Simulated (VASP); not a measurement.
A run of VASP 6.6.1:

INCAR

```
PREC = Accurate
ENCUT = 520
EDIFF = 1E-6
ISMEAR = -1
SIGMA = 0.05
LREAL = False
LASPH = True
NELM = 60
ALGO = Normal
ISIF = 2
LWAVE = False
LCHARG = False
GGA = PE
NBANDS = 16
```

Contents of KPOINTS:

```
Automatic mesh
0
Gamma
  9 9 9
```

The input POSCAR:

```
Mg2NCl
1.0
    1.6382224240      0.9458281575      5.9218457437
   -1.6382224240      0.9458281575      5.9218457437
    0.0000000000     -1.8916563150      5.9218457437
Cl Mg N
1 2 1
Direct
    0.0000000000      0.0000000000      0.0000000000
    0.7771850000      0.7771850000      0.7771850000
    0.2228150000      0.2228150000      0.2228150000
    0.5000000000      0.5000000000      0.5000000000
```

Potentials or basis: VASP PAW PBE potentials, release 64 (Cl, Mg, N).

The run is started by

```bash
$ cat potpaw_PBE.64/Cl/POTCAR potpaw_PBE.64/Mg/POTCAR potpaw_PBE.64/N/POTCAR > POTCAR
$ mpirun -np 1 vasp_std > vasp.out
```

Hardware: 1 thread of Intel Xeon 8259CL (shared host).

Q: Estimate the wall time of this run.

A: It took 5.9 min on 1 thread of Intel Xeon 8259CL, with other jobs on the host, peak memory 0.36 GiB. Counts: scf iterations 14, k points 85.
